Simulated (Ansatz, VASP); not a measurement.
**Two plane-wave programs on Ti**

```
Ti
1.0
    -1.52486    1.52486    1.56499
     1.52486   -1.52486    1.56499
     1.52486    1.52486   -1.56499
Ti
1
Direct
  0.00000 0.00000 0.00000
```

Change from the starting cell: strain -0.050 along x and y, -0.025 along z, atoms carried along.

Alike in both runs: task single point; functional PBEsol; k mesh 26 × 26 × 26; occupations gaussian, width 0.15 eV; no spin polarisation.

|  | VASP | Ansatz |
| --- | --- | --- |
| version | VASP 6.6.1 | Ansatz 0.2.0 |
| potentials or method | VASP PAW PBE potentials, release 64 (Ti_sv), cutoff 520 eV | scalar-relativistic, plane waves, PAW |
| valence electrons in the cell | 12 | 12 |

```tsv
	VASP	Ansatz	Ansatz less VASP
gap on the k mesh at the Fermi level (eV)	none	none	-
pressure (GPa)	17.3	17.8	+0.53
traceless stress, the component that is largest in VASP (GPa)	0.14	0.14	-0.004
```

VASP's potentials were made for PBE, not for PBEsol. A gap of «none» marks a metal or a gap that the smearing closes.
